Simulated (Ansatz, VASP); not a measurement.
Pt in VASP and in Ansatz

The input INCAR:

```
PREC     = Accurate       # precision mode
ENCUT    = 520            # plane-wave cutoff, eV
EDIFF    = 1E-6           # SCF threshold, eV
ISMEAR   = 0              # smearing method
SIGMA    = 0.15           # smearing width, eV
LREAL    = F              # projectors in reciprocal space
LASPH    = T              # aspherical terms in the spheres
NELM     = 80             # most SCF steps
ALGO     = Fast           # electronic algorithm
ISIF     = 2              # what is computed and relaxed
LWAVE    = F              # write WAVECAR
LCHARG   = T              # write CHGCAR
GGA      = PS             # functional
LELF     = T              # ELF
LVHAR    = T            
NBANDS   = 11             # bands
```

Contents of KPOINTS:

```
Automatic mesh
0
Gamma
  20 20 20
```

Contents of POSCAR:

```
Pt
1.0
   -1.7359920436      1.5019257007      1.6774754579
    1.3848925292     -1.6189588721      1.4434091149
    1.7359920436      1.6189588721     -1.7945086294
Pt
1
Direct
    0.0000000000      0.0000000000      0.0000000000
```

Input for Ansatz:

```yaml
crystal:
  lattice:
    - [-1.7359920436, 1.5019257007, 1.6774754579]
    - [1.3848925292, -1.6189588721, 1.4434091149]
    - [1.7359920436, 1.6189588721, -1.7945086294]
  atoms:
    - { symbol: Pt, position: [0.0, 0.0, 0.0] }
basis:
  ecutwfc: 420
kpoints:
  mp_grid: { grid: [20, 20, 20] }
hamiltonian:
  xc: pbesol
  pseudopotentials: { kind: paw, azcp: { folder: soft_1 } }
scf:
  occupations: { method: gaussian, width: 0.15 }
output:
  forces: true
  stress: true
  eigenvalues: true
  write_density: true
  write_potential: true
  elf: true
  volumetric_format: npy
```

Change from the starting cell: engineering shear strain xz -0.2250, engineering shear strain yz -0.0750.

Alike in both runs: task single point; functional PBEsol; k mesh 20 × 20 × 20; occupations gaussian, width 0.15 eV; no spin polarisation.

```csv
,VASP,Ansatz
version,VASP 6.6.1,Ansatz 0.2.0
potentials or method,"VASP PAW PBE potentials, release 64 (Pt), cutoff 520 eV","scalar-relativistic, plane waves, PAW"
valence electrons in the cell,10,18
```

VASP gave:

```
gap on the k mesh at the Fermi level (eV)                     : none
pressure (GPa)                                                : 21.9
traceless stress, the component that is largest in VASP (GPa) : 37.62
```

Q: Estimate Ansatz's values.

A: gap on the k mesh at the Fermi level (eV): none; pressure (GPa): 22.3; traceless stress, the component that is largest in VASP (GPa): 37.78.

VASP's potentials were made for PBE, not for PBEsol, and Ansatz warns of the same on its side. A gap of «none» marks a metal or a gap that the smearing closes. VASP's potentials hold 10 valence electrons a cell and Ansatz's 18, so a difference there can come from the potentials and not from the codes.

Neither program's run includes spin-orbit coupling.
